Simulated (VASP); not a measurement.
# KCl (I4/mmm) in VASP: a series of runs, part 2 of 2

VASP 6.6.1.

### 4 Electric field gradients, LDA (equal xx and yy strain of -2 %)

INCAR

```
PREC     = Accurate       # precision mode
ENCUT    = 520            # plane-wave cutoff, eV
EDIFF    = 1E-8           # SCF threshold, eV
ISMEAR   = -1             # smearing method
SIGMA    = 0.03           # smearing width, eV
LREAL    = False          # projectors in reciprocal space
LASPH    = True           # aspherical terms in the spheres
NELM     = 60             # most SCF steps
ALGO     = Normal         # electronic algorithm
ISIF     = 2              # what is computed and relaxed
LWAVE    = False          # write WAVECAR
LCHARG   = False          # write CHGCAR
LEFG     = True         
NBANDS   = 15             # bands
```

KPOINTS

```
Automatic mesh
0
Gamma
  7 7 7
```

POSCAR

```
KCl
1.0
    0.0000000000      3.0929780000      3.1561000000
    3.0929780000      0.0000000000      3.1561000000
    3.0929780000      3.0929780000      0.0000000000
K Cl
1 1
Direct
    0.0000000000      0.0000000000      0.0000000000
    0.5000000000      0.5000000000      0.5000000000
```

Potentials or basis: VASP PAW LDA potentials, release 64 (K_sv, Cl).

Run with:

```console
$ cat potpaw_LDA.64/K_sv/POTCAR potpaw_LDA.64/Cl/POTCAR > POTCAR
$ mpirun -np 1 vasp_std > vasp.out
```

OUTCAR:

```text
PREC = Accurate
   ENCUT = 520
   EDIFF = 1E-8
   ISMEAR = -1
   LREAL = False
   LASPH = True
   NELM = 60
   ISIF = 2

 ion  position               nearest neighbor table
   1  0.000  0.000  0.000-   2 3.09   2 3.09   2 3.09   2 3.09   2 3.16   2 3.16
   2  0.500  0.500  0.500-   1 3.09   1 3.09   1 3.09   1 3.09   1 3.16   1 3.16

  LATTYP: Found a body centered tetragonal cell.
 ALAT       =     4.3741314357
 C/A-ratio  =     1.4430750636

  Lattice vectors:

 A1 = (  -3.0929780000,   0.0000000000,   3.1561000000)
 A2 = (   3.0929780000,   0.0000000000,   3.1561000000)
 A3 = (   0.0000000000,   3.0929780000,  -3.1561000000)

Analysis of symmetry for initial positions (statically):
=====================================================================
 Subroutine PRICEL returns:
 Original cell was already a primitive cell.

 Routine SETGRP: Setting up the symmetry group for a
 body centered tetragonal supercell.

[... 622 lines left out ...]
     0.000000000  3.092978000  3.156100000    -0.161656501  0.161656501  0.158423371
     3.092978000  0.000000000  3.156100000     0.161656501 -0.161656501  0.158423371
     3.092978000  3.092978000  0.000000000     0.161656501  0.161656501 -0.158423371

 POSITION                                       TOTAL-FORCE (eV/Angst)
 -----------------------------------------------------------------------------------
      0.00000      0.00000      0.00000         0.000000     -0.000000      0.000000
      3.09298      3.09298      3.15610        -0.000000      0.000000      0.000000
 -----------------------------------------------------------------------------------
    total drift:                                0.000000      0.000000      0.000000

  FREE ENERGIE OF THE ION-ELECTRON SYSTEM (eV)
  ---------------------------------------------------
  free  energy   TOTEN  =        -7.3876545203 eV

  energy  without entropy=       -7.3876545202  energy(sigma->0) =       -7.38765452

 Electric field gradients (V/A^2)
---------------------------------------------------------------------
 ion       V_xx      V_yy      V_zz      V_xy      V_xz      V_yz
---------------------------------------------------------------------
   1      -2.004    -2.004     4.008    -0.000    -0.000    -0.000
   2      -1.230    -1.230     2.460    -0.001    -0.001    -0.001
---------------------------------------------------------------------

 Electric field gradients after diagonalization (V/A^2)
 (convention: |V_zz| > |V_xx| > |V_yy|)
----------------------------------------------------------------------
 ion       V_xx      V_yy      V_zz     asymmetry (V_yy - V_xx)/ V_zz
----------------------------------------------------------------------
   1      -2.004    -2.004     4.008       0.000
   2      -1.231    -1.229     2.460       0.001
----------------------------------------------------------------------

           NMR quadrupolar parameters

 Cq : quadrupolar parameter    Cq=e*Q*V_zz/h
 eta: asymmetry parameters     (V_yy - V_xx)/ V_zz
 Q  : nuclear electric quadrupole moment in mb (millibarn)
----------------------------------------------------------------------
 ion       Cq(MHz)       eta       Q (mb)
----------------------------------------------------------------------
   1       0.010       0.000       1.000
   2       0.006       0.001       1.000
----------------------------------------------------------------------
```

stdout:

```text
POSCAR found type information on POSCAR K Cl
 POSCAR found :  2 types and       2 ions
 scaLAPACK will be used
 LDA part: xc-table for (Slater(with rela. corr.)+CA(PZ))
 , standard interpolation
 POSCAR, INCAR and KPOINTS ok, starting setup
 FFT: planning ... GRIDC
 FFT: planning ... GRID_SOFT
 FFT: planning ... GRID
 WAVECAR not read
 entering main loop
ion   1

ion   2
```

It took 87 s on 1 thread of AMD EPYC, shared host; peak memory 0.15 GiB.

What came out:

- Free energy: -7.3877 eV
- Pressure: -1.4 GPa
- Band gap on the k mesh: 4.84 eV, direct

Stress tensor (GPa, compression positive):
```
-1.18  0.00  0.00
 0.00 -1.18  0.00
 0.00  0.00 -1.87
```

Electric field gradients, principal values (V/Å²):
| atom | least | middle | greatest (by size) |
| --- | --- | --- | --- |
| 1 K | -2.004 | -2.004 | 4.008 |
| 2 Cl | -1.229 | -1.231 | 2.460 |

Caveat: the cell differs from its parent crystal (equal xx and yy strain of -2 %); without QUAD_EFG the Cq values of the log hold for a quadrupole moment of 1 mb, not for the nuclei.

### 5 The runs side by side

| cell | gap on the mesh (eV) | pressure (GPa) |
| --- | --- | --- |
| a = 4.508, b = 4.508, c = 4.553 Å, angles 59.7, 59.7, 60.7°, 2 atoms | 4.59 | -2.5 |
| a = 4.397, b = 4.397, c = 4.329 Å, angles 60.5, 60.5, 59.0°, 2 atoms | 4.91 | -1.0 |
| a = 4.419, b = 4.419, c = 4.374 Å, angles 60.3, 60.3, 59.3°, 2 atoms | 4.84 | -1.4 |

Alike in all rows: task electric field gradients; level LDA; potentials or basis VASP PAW LDA potentials, release 64 (K_sv, Cl); no spin polarisation; k mesh 7 × 7 × 7; cutoff (eV) 520; smearing fermi-dirac 0.03 eV.

Total energies depend on the potentials used, so only differences within one code and one set of settings carry meaning.
